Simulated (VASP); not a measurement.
# Mo2W (P4/nmm) in VASP: relaxation of cell and atoms with PBE

Aim: the relaxation of cell and atoms of Mo2W with PBE.

Everything below comes from runs of VASP 6.6.1. Logs are shortened: lines on timing, memory, paths and dates and some standing lists are left out, and cuts for length are marked.

## (1) The cell of the first run

The structure is tetragonal, space group P4/nmm (No. 129). The conventional cell has a = 3.200 Å, b = 3.200 Å, c = 19.200 Å, α = 90.00°, β = 90.00°, γ = 90.00°. Within 3.7 Å of Mo (site symmetry 4mm) lie 5 W at 2.77 to 3.20 Å and 9 Mo at 2.77 to 3.20 Å. Within 3.7 Å of Mo (site symmetry 4mm) lie 13 Mo at 2.77 to 3.20 Å and 1 W at 3.20 Å. Within 3.7 Å of Mo (site symmetry 4mm) lie 14 Mo at 2.77 to 3.20 Å. Mo (site symmetry 4mm) has 14 Mo at 2.77 to 3.20 Å within 3.7 Å. W (site symmetry 4mm) has 5 Mo at 2.77 to 3.20 Å and 9 W at 2.77 to 3.20 Å within 3.7 Å. W (site symmetry 4mm) has 13 W at 2.77 to 3.20 Å and 1 Mo at 3.20 Å within 3.7 Å.

## (2) Relaxation of cell and atoms, PBE

INCAR reads:

```
SYSTEM = Mo2W
PREC = Accurate ; ENCUT = 500
EDIFF = 1E-7 ; ISMEAR = 0
SIGMA = 0.2 ; LREAL = .False.
LASPH = .True. ; NELM = 120
ALGO = Normal ; ISIF = 3
LWAVE = .False. ; LCHARG = .False.
GGA = PE ; IBRION = 2
NSW = 36 ; EDIFFG = -0.08
GGA_COMPAT = .False. ; NELMIN = 4
```

KPOINTS reads:

```
regular mesh
0
Gamma
  5 5 1
  0 0 0
```

POSCAR reads:

```
Mo2W
1.0
    3.2000000000      0.0000000000      0.0000000000
    0.0000000000      3.2000000000      0.0000000000
    0.0000000000      0.0000000000     19.2000000000
Mo W
8 4
Direct
    0.5000000000      0.0000000000      0.2083300000
    0.0000000000      0.5000000000      0.7916700000
    0.5000000000      0.0000000000      0.7083300000
    0.0000000000      0.5000000000      0.6250000000
    0.5000000000      0.0000000000      0.5416700000
    0.0000000000      0.5000000000      0.2916700000
    0.5000000000      0.0000000000      0.3750000000
    0.0000000000      0.5000000000      0.4583300000
    0.0000000000      0.5000000000      0.1250000000
    0.5000000000      0.0000000000      0.0416700000
    0.0000000000      0.5000000000      0.9583300000
    0.5000000000      0.0000000000      0.8750000000
```

Potentials or basis: VASP PAW PBE potentials, release 64 (Mo_sv, W_sv).

Run with:

```console
$ cat potpaw_PBE.64/Mo_sv/POTCAR potpaw_PBE.64/W_sv/POTCAR > POTCAR
$ mpirun -np 1 vasp_std > vasp.out
```

OUTCAR:

```text
SYSTEM = Mo2W
   PREC = Accurate
   ENCUT = 500
   EDIFF = 1E-7
   ISMEAR = 0
   LREAL = .False.
   LASPH = .True.
   NELM = 120
   ISIF = 3
   GGA = PE
   IBRION = 2
   NSW = 36
   EDIFFG = -0.08
   NELMIN = 4

 ion  position               nearest neighbor table
   1  0.500  0.000  0.208-   9 2.77   9 2.77   9 2.77   9 2.77   6 2.77   6 2.77   6 2.77   6 2.77
                            10 3.20   7 3.20
   2  0.000  0.500  0.792-  12 2.77  12 2.77  12 2.77  12 2.77   3 2.77   3 2.77   3 2.77   3 2.77
                            11 3.20   4 3.20
   3  0.500  0.000  0.708-   4 2.77   4 2.77   4 2.77   4 2.77   2 2.77   2 2.77   2 2.77   2 2.77
                             5 3.20  12 3.20
   4  0.000  0.500  0.625-   3 2.77   5 2.77   3 2.77   5 2.77   3 2.77   5 2.77   3 2.77   5 2.77
                             2 3.20   8 3.20
   5  0.500  0.000  0.542-   4 2.77   4 2.77   4 2.77   4 2.77   8 2.77   8 2.77   8 2.77   8 2.77
                             3 3.20   7 3.20
   6  0.000  0.500  0.292-   7 2.77   7 2.77   7 2.77   7 2.77   1 2.77   1 2.77   1 2.77   1 2.77
                             8 3.20   9 3.20
   7  0.500  0.000  0.375-   6 2.77   8 2.77   6 2.77   8 2.77   6 2.77   8 2.77   6 2.77   8 2.77
                             1 3.20   5 3.20
   8  0.000  0.500  0.458-   7 2.77   7 2.77   7 2.77   7 2.77   5 2.77   5 2.77   5 2.77   5 2.77
                             6 3.20   4 3.20
   9  0.000  0.500  0.125-   1 2.77  10 2.77   1 2.77  10 2.77   1 2.77  10 2.77   1 2.77  10 2.77
                             6 3.20  11 3.20
  10  0.500  0.000  0.042-   9 2.77   9 2.77   9 2.77   9 2.77  11 2.77  11 2.77  11 2.77  11 2.77
                             1 3.20  12 3.20
  11  0.000  0.500  0.958-  12 2.77  12 2.77  12 2.77  12 2.77  10 2.77  10 2.77  10 2.77  10 2.77
                             2 3.20   9 3.20
  12  0.500  0.000  0.875-   2 2.77  11 2.77   2 2.77  11 2.77   2 2.77  11 2.77   2 2.77  11 2.77
                            10 3.20   3 3.20

  LATTYP: Found a simple tetragonal cell.
 ALAT       =     3.2000000000
 C/A-ratio  =     6.0000000000

  Lattice vectors:

 A1 = (   3.2000000000,   0.0000000000,   0.0000000000)
 A2 = (   0.0000000000,   3.2000000000,   0.0000000000)
 A3 = (   0.0000000000,   0.0000000000,  19.2000000000)

Analysis of symmetry for initial positions (statically):
=====================================================================
 Subroutine PRICEL returns:
 Original cell was already a primitive cell.

 Routine SETGRP: Setting up the symmetry group for a
 simple tetragonal supercell.

 Subroutine GETGRP returns: Found 16 space group operations
 (whereof  8 operations were pure point group operations)
 out of a pool of 16 trial point group operations.

The static configuration has the point symmetry D_2d.
 The point group associated with its full space group is D_4h.

Analysis of symmetry for dynamics (positions and initial velocities):
=====================================================================
 Subroutine PRICEL returns:
 Original cell was already a primitive cell.

 Routine SETGRP: Setting up the symmetry group for a
 simple tetragonal supercell.

 Subroutine GETGRP returns: Found 16 space group operations
 (whereof  8 operations were pure point group operations)
 out of a pool of 16 trial point group operations.

The dynamic configuration has the point symmetry D_2d.
 The point group associated with its full space group is D_4h.

 Subroutine INISYM returns: Found 16 space group operations
 (whereof  8 operations are pure point group operations),
 and found     1 'primitive' translations

----------------------------------------------------------------------------------------

                                     Primitive cell

  volume of cell :     196.6080

  direct lattice vectors                    reciprocal lattice vectors
     3.200000000  0.000000000  0.000000000     0.312500000  0.000000000  0.000000000
     0.000000000  3.200000000  0.000000000     0.000000000  0.312500000  0.000000000
     0.000000000  0.000000000 19.200000000     0.000000000  0.000000000  0.052083333

  length of vectors
     3.200000000  3.200000000 19.200000000     0.312500000  0.312500000  0.052083333
[... 27 lines left out ...]
                11          11
                12          12

----------------------------------------------------------------------------------------

 KPOINTS: regular mesh

Automatic generation of k-mesh.
 Grid dimensions read from file:
 generate k-points for:    5    5    1

 Generating k-lattice:

  Cartesian coordinates                     Fractional coordinates (reciprocal lattice)
     0.062500000  0.000000000  0.000000000     0.200000000  0.000000000  0.000000000
     0.000000000  0.062500000  0.000000000     0.000000000  0.200000000  0.000000000
     0.000000000  0.000000000  0.052083333     0.000000000  0.000000000  1.000000000

  Length of vectors
     0.062500000  0.062500000  0.052083333

  Shift w.r.t. Gamma in fractional coordinates (k-lattice)
     0.000000000  0.000000000  0.000000000

 Subroutine IBZKPT returns following result:
 ===========================================

 Found      6 irreducible k-points:

 Following reciprocal coordinates:
            Coordinates               Weight
  0.000000  0.000000  0.000000      1.000000
  0.200000  0.000000  0.000000      4.000000
  0.400000  0.000000  0.000000      4.000000
  0.200000  0.200000  0.000000      4.000000
  0.400000  0.200000  0.000000      8.000000
  0.400000  0.400000  0.000000      4.000000
   k-points           NKPTS =      6   k-points in BZ     NKDIM =      6   number of bands    NBANDS=    100
   number of dos      NEDOS =    301   number of ions     NIONS =     12
   total plane-waves  NPLWV =  80640
   dimension x,y,z NGX =    24 NGY =   24 NGZ =  140
   dimension x,y,z NGXF=    48 NGYF=   48 NGZF=  280
   ions per type =               8   4
   NGX,Y,Z   is equivalent  to a cutoff of  12.47, 12.47, 12.12 a.u.
   NGXF,Y,Z  is equivalent  to a cutoff of  24.94, 24.94, 24.24 a.u.
 SYSTEM =  Mo2W
   PREC   = accura    normal or accurate (medium, high low for compatibility)
   ISTART =      0    job   : 0-new  1-cont  2-samecut
   ICHARG =      2    charge: 1-file 2-atom 10-const
   ISPIN  =      1    spin polarized calculation?
   LNONCOLLINEAR =      F non collinear calculations
   LSORBIT =      F    spin-orbit coupling
   LASPH  =      T    aspherical Exc in radial PAW
   ENCUT  =  500.0 eV  36.75 Ry    6.06 a.u.   5.83  5.83 35.01*2*pi/ulx,y,z
   NELM   =    120;   NELMIN=  4; NELMDL= -5     # of ELM steps
   EDIFF  = 0.1E-06   stopping-criterion for ELM
   LREAL  =      F    real-space projection
   EDIFFG = -.8E-01   stopping-criterion for IOM
   NSW    =     36    number of steps for IOM
   IBRION =      2    ionic relax: 0-MD 1-quasi-New 2-CG
   NFREE  =      1    steps in history (QN), initial steepest desc. (CG)
   ISIF   =      3    stress and relaxation
   ISYM   =      2    0-nonsym 1-usesym 2-fastsym
   POTIM  = 0.5000    time-step for ionic-motion
   TEBEG  =    0.0;   TEEND  =   0.0 temperature during run
   PSTRESS=    0.0 pullay stress
   NELECT =     168.0000    total number of electrons
   NUPDOWN=      -1.0000    fix difference up-down
   EMIN   =  10.00;   EMAX   =-10.00  energy-range for DOS
   EFERMI =   0.00;   METHOD = LEGACY
   ISMEAR =     0;   SIGMA  =   0.20  broadening in eV -4-tet -1-fermi 0-gaus
   EFERMI_NEDOS =   21; number of points for ismear=-14 and -15
   IALGO  =     38    algorithm
   IMIX   =      4    mixing-type and parameters
     AMIX     =   0.40;   BMIX     =  1.00
     AMIX_MAG =   1.60;   BMIX_MAG =  1.00
  volume/ion in A,a.u.               =      16.38       110.56
  Fermi-wavevector in a.u.,A,eV,Ry     =   1.553499  2.935687 32.835727  2.413358
  Thomas-Fermi vector in A             =   2.657721
   LORBIT       =      0    0 simple, 1 ext, 2 COOP (PROOUT), +10 PAW based schemes
   GGA     = PE    functional components
   LHFCALC =     F    Hartree Fock is set to
   AEXX    =    0.0000 exact exchange contribution
   IVDW    =     0    specifies the selected vdW correction
   LEPSILON=     F    determine dielectric tensor
   LRPA    =     F    only Hartree local field effects (RPA)
 conjugate gradient relaxation of ions
 non-spin polarized calculation
 Gauss-broadening in eV      SIGMA  =   0.20
  energy-cutoff  :      500.00
  volume of cell :      196.61
 maximum number of plane-waves:      5004
 NGX is ok and might be reduce to    24
   NGX = 11   NGY = 11   NGZ = 71

--------------------------------------- Ionic step        1  -------------------------------------------

 number of electron     168.0000011 magnetization

 Free energy of the ion-electron system (eV)
  ---------------------------------------------------
  ext. energy  EPLUGINS =         0.00000000
  ---------------------------------------------------
  free energy    TOTEN  =      -139.13841168 eV

  energy without entropy =     -138.90304789  energy(sigma->0) =     -139.02072978

------------------------ aborting loop because EDIFF is reached ----------------------------------------

  FORCE on cell =-STRESS in cart. coord.  units (eV):
  Direction    XX          YY          ZZ          XY          YZ          ZX
  --------------------------------------------------------------------------------------
  -------------------------------------------------------------------------------------
  Total       -7.4571204     -7.4571204     -9.6266212      0.0000000     -0.0000000      0.0000000
  in kB      -60.7687846    -60.7687846    -78.4482536      0.0000000     -0.0000000      0.0000000
  external PRESSURE =     -66.6619409 kB  Pullay stress =       0.0000000 kB
[... 263 lines left out ...]
--------------------------------------- Ionic step        7  -------------------------------------------

 number of electron     168.0000011 magnetization

 Free energy of the ion-electron system (eV)
  ---------------------------------------------------
  ext. energy  EPLUGINS =         0.00000000
  ---------------------------------------------------
  free energy    TOTEN  =      -139.25264045 eV

  energy without entropy =     -139.02770653  energy(sigma->0) =     -139.14017349

 E-fermi :  12.0776     XC(G=0): -13.3845

 val. band max:       12.0265818797   @ k =   0.2000   0.0000   0.0000
 cond. band min:      12.0791903614   @ k =   0.4000   0.0000   0.0000
 fundamental gap:      0.0526084816
 Fermi energy:        12.0775865167

 k-point     1 :       0.0000    0.0000    0.0000
  band No.  band energies     occupation
      1     -62.2146      2.00000
      2     -62.1801      2.00000
      3     -62.0986      2.00000
      4     -62.0220      2.00000
      5     -49.3139      2.00000
      6     -49.2773      2.00000
[... 583 lines left out ...]
     95      14.1562      0.00000
     96      14.1640      0.00000
 [bands above 96 left out]

------------------------ aborting loop because EDIFF is reached ----------------------------------------

  FORCE on cell =-STRESS in cart. coord.  units (eV):
  Direction    XX          YY          ZZ          XY          YZ          ZX
  --------------------------------------------------------------------------------------
  -------------------------------------------------------------------------------------
  Total       -0.0304175     -0.0304175      0.5642739      0.0000000     -0.0000000      0.0000000
  in kB       -0.2544667     -0.2544667      4.7206019      0.0000000     -0.0000000      0.0000000
  external PRESSURE =       1.4038895 kB  Pullay stress =       0.0000000 kB
[... 27 lines left out ...]
  FREE ENERGIE OF THE ION-ELECTRON SYSTEM (eV)
  ---------------------------------------------------
  free  energy   TOTEN  =      -139.2526404497 eV

  energy  without entropy=     -139.0277065269  energy(sigma->0) =     -139.14017349

 reached required accuracy - stopping structural energy minimisation
```

It took 17 min on 1 thread of Oxide Virtual Turin-like, shared host; peak memory 0.29 GiB.

What came out:

```yaml
Free_energy: -139.2526 eV
Relaxed_volume: 15.96 Å³/atom
Relaxed_cell: a = 3.181 Å, b = 3.181 Å, c = 18.929 Å, α = 90.00°, β = 90.00°, γ = 90.00°
Space_group_after_relaxing_to_0.1_Å: P4/nmm (No. 129)
Energy_gained_by_relaxing: 9.5 meV/atom
Ionic_steps: 7
Pressure_after_relaxing: 0.1 GPa
Largest_force_after_relaxing: 0.072 eV/Å
Band_gap_on_the_k_mesh: zero (bands 84 and 85 overlap by 0.95 eV)
```

Forces in eV/Å, atoms in the order of the input:
```
Mo   0.000  0.000  0.067
Mo   0.000  0.000 -0.067
Mo   0.000  0.000 -0.071
Mo   0.000  0.000 -0.013
Mo   0.000  0.000 -0.022
Mo   0.000  0.000  0.071
Mo   0.000  0.000  0.013
Mo   0.000  0.000  0.022
W    0.000  0.000  0.072
W    0.000  0.000 -0.012
W    0.000  0.000  0.012
W    0.000  0.000 -0.072
```

Stress tensor (GPa, compression positive):
```
-0.03  0.00  0.00
 0.00 -0.03  0.00
 0.00  0.00  0.47
```

The path:
```csv
step,energy change (eV),largest force (eV/Å),pressure (GPa),volume (Å³)
1,0.0000,0.1221,-6.67,196.61
2,0.8549,0.2528,24.00,177.84
3,-0.1094,0.1546,-0.13,191.71
4,-0.1095,0.1556,0.07,191.56
5,-0.1095,0.1562,0.21,191.46
6,-0.1140,0.0919,0.16,191.50
7,-0.1142,0.0722,0.14,191.52
```

Final structure:
```
Mo W
1.0
     3.18080    0.00000    0.00000
     0.00000    3.18080    0.00000
     0.00000    0.00000   18.92917
Mo W
8 4
Direct
  0.50000 0.00000 0.20854
  0.00000 0.50000 0.79146
  0.50000 0.00000 0.70801
  0.00000 0.50000 0.62510
  0.50000 0.00000 0.54174
  0.00000 0.50000 0.29199
  0.50000 0.00000 0.37490
  0.00000 0.50000 0.45826
  0.00000 0.50000 0.12552
  0.50000 0.00000 0.04189
  0.00000 0.50000 0.95811
  0.50000 0.00000 0.87448
```

Caveat: the k points lie up to 0.40 Å⁻¹ apart in the final cell, too coarse for converged energies and pressures of a metal; spin-orbit coupling is left out, which moves the levels of the heavy elements; the relaxation stopped at a loose force limit of 0.08 eV/Å, so its end isn't a converged minimum.

The gap in the log of VASP goes by the Fermi energy; the results here count the filled bands.